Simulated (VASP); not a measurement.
# Ru (P6_3/mmc) in VASP: notebook

Runs on Ru. Level: PBEsol. Tasks: single point.

All numbers are computed with VASP 6.6.1; they aren't measurements. Logs are shortened: lines on timing, memory, paths and dates and some standing lists are left out, and cuts for length are marked.

## Step 1: The cell of the first run

Symmetry: P6_3/mmc, No. 194, hexagonal system. Conventional cell: a = 2.726 Å, b = 2.726 Å, c = 4.138 Å, α = 90.00°, β = 90.00°, γ = 120.00°. Ru (site symmetry -6m2) has 12 Ru at 2.60 to 2.73 Å within 3.4 Å.

## Step 2: Single point, PBEsol

File INCAR:

```
SYSTEM = Ru
ALGO = Fast
EDIFF = 1E-7
ENCUT = 520
GGA = PS
ISIF = 2
ISMEAR = 0
LASPH = .TRUE.
LCHARG = .TRUE.
LELF = .TRUE.
LREAL = .FALSE.
LVHAR = .TRUE.
LWAVE = .FALSE.
NBANDS = 21
NELM = 100
PREC = Accurate
SIGMA = 0.15
```

File KPOINTS:

```
k-points
0
G
  30 30 16
  0 0 0
```

File POSCAR:

```
Ru
1.0
    2.7263713726      0.0000000000      0.0000000000
   -1.3631856863      2.3611068688      0.0000000000
    0.0000000000      0.0000000000      4.1377667366
Ru
2
Direct
    0.3333333333      0.6666666667      0.2500000000
    0.6666666667      0.3333333333      0.7500000000
```

Potentials or basis: VASP PAW PBE potentials, release 64 (Ru_pv).

Launch:

```sh
> cat potpaw_PBE.64/Ru_pv/POTCAR > POTCAR
> mpirun -np 1 vasp_std > vasp.out
```

OUTCAR:

```text
SYSTEM = Ru
   EDIFF = 1E-7
   ENCUT = 520
   GGA = PS
   ISIF = 2
   ISMEAR = 0
   LASPH = .TRUE.
   LREAL = .FALSE.
   NELM = 100
   PREC = Accurate

 ion  position               nearest neighbor table
   1  0.333  0.667  0.250-   2 2.60   2 2.60   2 2.60   2 2.60   2 2.60   2 2.60
   2  0.667  0.333  0.750-   1 2.60   1 2.60   1 2.60   1 2.60   1 2.60   1 2.60

  LATTYP: Found a hexagonal cell.
 ALAT       =     2.7263713726
 C/A-ratio  =     1.5176827259

  Lattice vectors:

 A1 = (   2.7263713726,   0.0000000000,   0.0000000000)
 A2 = (  -1.3631856863,   2.3611068688,   0.0000000000)
 A3 = (   0.0000000000,   0.0000000000,   4.1377667366)

Analysis of symmetry for initial positions (statically):
=====================================================================
 Subroutine PRICEL returns:
 Original cell was already a primitive cell.

 Routine SETGRP: Setting up the symmetry group for a
 hexagonal supercell.

 Subroutine GETGRP returns: Found 24 space group operations
 (whereof 12 operations were pure point group operations)
 out of a pool of 24 trial point group operations.

The static configuration has the point symmetry D_3d.
 The point group associated with its full space group is D_6h.

Analysis of symmetry for dynamics (positions and initial velocities):
=====================================================================
 Subroutine PRICEL returns:
 Original cell was already a primitive cell.

 Routine SETGRP: Setting up the symmetry group for a
 hexagonal supercell.

 Subroutine GETGRP returns: Found 24 space group operations
 (whereof 12 operations were pure point group operations)
 out of a pool of 24 trial point group operations.

The dynamic configuration has the point symmetry D_3d.
 The point group associated with its full space group is D_6h.

 Subroutine INISYM returns: Found 24 space group operations
 (whereof 12 operations are pure point group operations),
 and found     1 'primitive' translations

----------------------------------------------------------------------------------------

                                     Primitive cell

  volume of cell :      26.6359

  direct lattice vectors                    reciprocal lattice vectors
     2.726371373  0.000000000  0.000000000     0.366787889  0.211765086  0.000000000
    -1.363185686  2.361106869  0.000000000     0.000000000  0.423530173  0.000000000
     0.000000000  0.000000000  4.137766737     0.000000000  0.000000000  0.241676263

  length of vectors
     2.726371373  2.726371373  4.137766737     0.423530173  0.423530173  0.241676263

  position of ions in fractional coordinates (direct lattice)
     0.333333333  0.666666667  0.250000000
     0.666666667  0.333333333  0.750000000

  ion indices of the primitive-cell ions
   primitive index   ion index
                 1           1
                 2           2

----------------------------------------------------------------------------------------

 KPOINTS: k-points

Automatic generation of k-mesh.
 Grid dimensions read from file:
 generate k-points for:   30   30   16

 Generating k-lattice:

  Cartesian coordinates                     Fractional coordinates (reciprocal lattice)
     0.012226263  0.007058836  0.000000000     0.033333333  0.000000000  0.000000000
     0.000000000  0.014117672  0.000000000     0.000000000  0.033333333  0.000000000
     0.000000000  0.000000000  0.015104766     0.000000000  0.000000000  0.062500000

  Length of vectors
     0.014117672  0.014117672  0.015104766

  Shift w.r.t. Gamma in fractional coordinates (k-lattice)
     0.000000000  0.000000000  0.000000000

 Subroutine IBZKPT returns following result:
 ===========================================

 Found    819 irreducible k-points:

 Following reciprocal coordinates:
            Coordinates               Weight
  0.000000  0.000000  0.000000      1.000000
  0.033333  0.000000  0.000000      6.000000
  0.066667  0.000000  0.000000      6.000000
  0.100000  0.000000  0.000000      6.000000
  0.133333  0.000000  0.000000      6.000000
  0.166667  0.000000  0.000000      6.000000
[... 16 lines left out ...]
  0.233333  0.033333  0.000000     12.000000
  0.266667  0.033333  0.000000     12.000000
 [... further k-points ...]
   k-points           NKPTS =    819   k-points in BZ     NKDIM =    819   number of bands    NBANDS=     21
   number of dos      NEDOS =    301   number of ions     NIONS =      2
   total plane-waves  NPLWV =  12800
   dimension x,y,z NGX =    20 NGY =   20 NGZ =   32
   dimension x,y,z NGXF=    40 NGYF=   40 NGZF=   64
   ions per type =               2
   NGX,Y,Z   is equivalent  to a cutoff of  12.20, 12.20, 12.86 a.u.
   NGXF,Y,Z  is equivalent  to a cutoff of  24.39, 24.39, 25.71 a.u.
 SYSTEM =  Ru
   PREC   = accura    normal or accurate (medium, high low for compatibility)
   ISTART =      0    job   : 0-new  1-cont  2-samecut
   ICHARG =      2    charge: 1-file 2-atom 10-const
   ISPIN  =      1    spin polarized calculation?
   LNONCOLLINEAR =      F non collinear calculations
   LSORBIT =      F    spin-orbit coupling
   LASPH  =      T    aspherical Exc in radial PAW
   ENCUT  =  520.0 eV  38.22 Ry    6.18 a.u.   5.07  5.07  7.69*2*pi/ulx,y,z
   NELM   =    100;   NELMIN=  2; NELMDL= -5     # of ELM steps
   EDIFF  = 0.1E-06   stopping-criterion for ELM
   LREAL  =      F    real-space projection
   EDIFFG = 0.1E-05   stopping-criterion for IOM
   NSW    =      0    number of steps for IOM
   IBRION =     -1    ionic relax: 0-MD 1-quasi-New 2-CG
   NFREE  =      0    steps in history (QN), initial steepest desc. (CG)
   ISIF   =      2    stress and relaxation
   ISYM   =      2    0-nonsym 1-usesym 2-fastsym
   POTIM  = 0.5000    time-step for ionic-motion
   TEBEG  =    0.0;   TEEND  =   0.0 temperature during run
   PSTRESS=    0.0 pullay stress
   NELECT =      28.0000    total number of electrons
   NUPDOWN=      -1.0000    fix difference up-down
   EMIN   =  10.00;   EMAX   =-10.00  energy-range for DOS
   EFERMI =   0.00;   METHOD = LEGACY
   ISMEAR =     0;   SIGMA  =   0.15  broadening in eV -4-tet -1-fermi 0-gaus
   EFERMI_NEDOS =   21; number of points for ismear=-14 and -15
   IALGO  =     68    algorithm
   IMIX   =      4    mixing-type and parameters
     AMIX     =   0.40;   BMIX     =  1.00
     AMIX_MAG =   1.60;   BMIX_MAG =  1.00
  volume/ion in A,a.u.               =      13.32        89.87
  Fermi-wavevector in a.u.,A,eV,Ry     =   1.664582  3.145605 37.699491  2.770834
  Thomas-Fermi vector in A             =   2.751101
   LORBIT       =      0    0 simple, 1 ext, 2 COOP (PROOUT), +10 PAW based schemes
   GGA     = PS    functional components
   LHFCALC =     F    Hartree Fock is set to
   AEXX    =    0.0000 exact exchange contribution
   IVDW    =     0    specifies the selected vdW correction
   LEPSILON=     F    determine dielectric tensor
   LRPA    =     F    only Hartree local field effects (RPA)
 non-spin polarized calculation
 RMM-DIIS sequential band-by-band and
 Gauss-broadening in eV      SIGMA  =   0.15
  energy-cutoff  :      520.00
  volume of cell :       26.64
 maximum number of plane-waves:       733
   NGX = 11   NGY = 11   NGZ = 15

 number of electron      28.0000004 magnetization

 Free energy of the ion-electron system (eV)
  ---------------------------------------------------
  ext. energy  EPLUGINS =         0.00000000
  ---------------------------------------------------
  free energy    TOTEN  =       -20.30999015 eV

  energy without entropy =      -20.29348566  energy(sigma->0) =      -20.30173790

 E-fermi :  13.0745     XC(G=0): -14.3966

 val. band max:       13.0741021305   @ k =   0.2000   0.0667   0.2500
 cond. band min:      13.0777142996   @ k =   0.3667   0.0333   0.3750
 fundamental gap:      0.0036121691
 Fermi energy:        13.0745020529

 k-point     1 :       0.0000    0.0000    0.0000
  band No.  band energies     occupation
      1     -30.6867      2.00000
      2     -29.6826      2.00000
      3     -29.6826      2.00000
      4     -29.4580      2.00000
      5     -29.4580      2.00000
      6     -29.3564      2.00000
[... 13 lines left out ...]
     20      23.3142      0.00000
     21      24.1599      0.00000

 k-point     2 :       0.0333    0.0000    0.0000
  band No.  band energies     occupation
      1     -30.6826      2.00000
      2     -29.6902      2.00000
      3     -29.6854      2.00000
      4     -29.4662      2.00000
      5     -29.4588      2.00000
      6     -29.3587      2.00000
[... 13 lines left out ...]
     20      23.3147      0.00000
     21      24.1552      0.00000

 k-point     3 :       0.0667    0.0000    0.0000
  band No.  band energies     occupation
      1     -30.6702      2.00000
      2     -29.7127      2.00000
      3     -29.6938      2.00000
      4     -29.4901      2.00000
      5     -29.4612      2.00000
      6     -29.3657      2.00000
[... 13 lines left out ...]
     20      23.3141      0.00000
     21      24.1400      0.00000

 k-point     4 :       0.1000    0.0000    0.0000
  band No.  band energies     occupation
      1     -30.6500      2.00000
      2     -29.7491      2.00000
      3     -29.7072      2.00000
      4     -29.5286      2.00000
      5     -29.4653      2.00000
      6     -29.3773      2.00000
[... 13 lines left out ...]
     20      23.3140      0.00000
     21      24.1113      0.00000

 k-point     5 :       0.1333    0.0000    0.0000
  band No.  band energies     occupation
      1     -30.6222      2.00000
      2     -29.7980      2.00000
      3     -29.7248      2.00000
      4     -29.5796      2.00000
      5     -29.4709      2.00000
      6     -29.3936      2.00000
[... 13 lines left out ...]
     20      23.3140      0.00000
     21      24.0664      0.00000

 k-point     6 :       0.1667    0.0000    0.0000
  band No.  band energies     occupation
      1     -30.5874      2.00000
      2     -29.8571      2.00000
      3     -29.7457      2.00000
      4     -29.6404      2.00000
      5     -29.4781      2.00000
      6     -29.4143      2.00000
[... 13 lines left out ...]
     20      23.3140      0.00000
     21      24.0046      0.00000

 k-point     7 :       0.2000    0.0000    0.0000
  band No.  band energies     occupation
      1     -30.5465      2.00000
      2     -29.9240      2.00000
      3     -29.7688      2.00000
      4     -29.7080      2.00000
      5     -29.4867      2.00000
      6     -29.4394      2.00000
[... 13 lines left out ...]
     20      23.3138      0.00000
     21      23.9285      0.00000
[... 291 lines left out ...]
      1     -30.6027      2.00000
      2     -29.8284      2.00000
      3     -29.7424      2.00000
      4     -29.6091      2.00000
      5     -29.4771      2.00000
      6     -29.4051      2.00000
[... 13 lines left out ...]
     20      23.3140      0.00000
     21      24.0333      0.00000

 k-point    21 :       0.1667    0.0333    0.0000
  band No.  band energies     occupation
      1     -30.5649      2.00000
      2     -29.8908      2.00000
      3     -29.7685      2.00000
      4     -29.6694      2.00000
      5     -29.4855      2.00000
      6     -29.4281      2.00000
[... 13 lines left out ...]
     20      23.3139      0.00000
     21      23.9649      0.00000

 k-point    22 :       0.2000    0.0333    0.0000
  band No.  band energies     occupation
      1     -30.5212      2.00000
      2     -29.9597      2.00000
      3     -29.8000      2.00000
      4     -29.7308      2.00000
      5     -29.4951      2.00000
      6     -29.4553      2.00000
[... 13 lines left out ...]
     20      23.3138      0.00000
     21      23.8853      0.00000

 k-point    23 :       0.2333    0.0333    0.0000
  band No.  band energies     occupation
      1     -30.4728      2.00000
      2     -30.0321      2.00000
      3     -29.8428      2.00000
      4     -29.7835      2.00000
      5     -29.5054      2.00000
      6     -29.4865      2.00000
[... 13 lines left out ...]
     20      23.3137      0.00000
     21      23.8000      0.00000

 k-point    24 :       0.2667    0.0333    0.0000
  band No.  band energies     occupation
      1     -30.4208      2.00000
      2     -30.1048      2.00000
      3     -29.8992      2.00000
      4     -29.8208      2.00000
      5     -29.5213      2.00000
      6     -29.5159      2.00000
[... 13 lines left out ...]
     20      23.6758      0.00000
     21      26.0039      0.00000

 [... further k-points ...]

------------------------ aborting loop because EDIFF is reached ----------------------------------------

  FORCE on cell =-STRESS in cart. coord.  units (eV):
  Direction    XX          YY          ZZ          XY          YZ          ZX
  --------------------------------------------------------------------------------------
  -------------------------------------------------------------------------------------
  Total       -0.8563432     -0.8563432      2.3121830      0.0000000     -0.0000000      0.0000000
  in kB      -51.5100253    -51.5100253    139.0804591      0.0000000     -0.0000000      0.0000000
  external PRESSURE =      12.0201362 kB  Pullay stress =       0.0000000 kB

 VOLUME and BASIS-vectors are now :
 -----------------------------------------------------------------------------
  energy-cutoff  :      520.00
  volume of cell :       26.64
      direct lattice vectors                 reciprocal lattice vectors
     2.726371373  0.000000000  0.000000000     0.366787889  0.211765086  0.000000000
    -1.363185686  2.361106869  0.000000000     0.000000000  0.423530173  0.000000000
     0.000000000  0.000000000  4.137766737     0.000000000  0.000000000  0.241676263

 POSITION                                       TOTAL-FORCE (eV/Angst)
 -----------------------------------------------------------------------------------
     -0.00000      1.57407      1.03444        -0.000000      0.000000      0.000000
      1.36319      0.78704      3.10333         0.000000      0.000000      0.000000
 -----------------------------------------------------------------------------------
    total drift:                               -0.000000      0.000000     -0.000000

  FREE ENERGIE OF THE ION-ELECTRON SYSTEM (eV)
  ---------------------------------------------------
  free  energy   TOTEN  =       -20.3099901481 eV

  energy  without entropy=      -20.2934856603  energy(sigma->0) =      -20.30173790
```

It took 8.6 min on 1 thread of Intel Xeon 8259CL, shared host; peak memory 0.4 GiB.

What came out:

```
Free energy            : -20.3100 eV
Pressure               : 1.2 GPa
Band gap on the k mesh : zero (bands 14 and 15 overlap by 3.32 eV)
```

Levels at points of the mesh, in eV from the Fermi level:
```csv
k point,band 12,band 13,band 14,band 15,band 16,band 17
"(0.00, 0.00, 0.00)",-1.94,-1.94,-1.78,-1.78,1.20,1.20
"(0.50, 0.00, 0.00)",-1.90,-1.35,1.20,1.74,2.17,4.03
"(0.00, 0.00, 0.50)",-3.04,-2.58,-2.58,0.60,0.60,0.60
"(0.50, 0.00, 0.50)",-1.27,0.40,0.40,1.54,1.54,3.37
```

Caveat: the stress differs along the axes, from -5 to 14 GPa; the PAW data sets were made with another functional, which shifts forces and pressure a little.

(Part 1 of 2 ends here.)
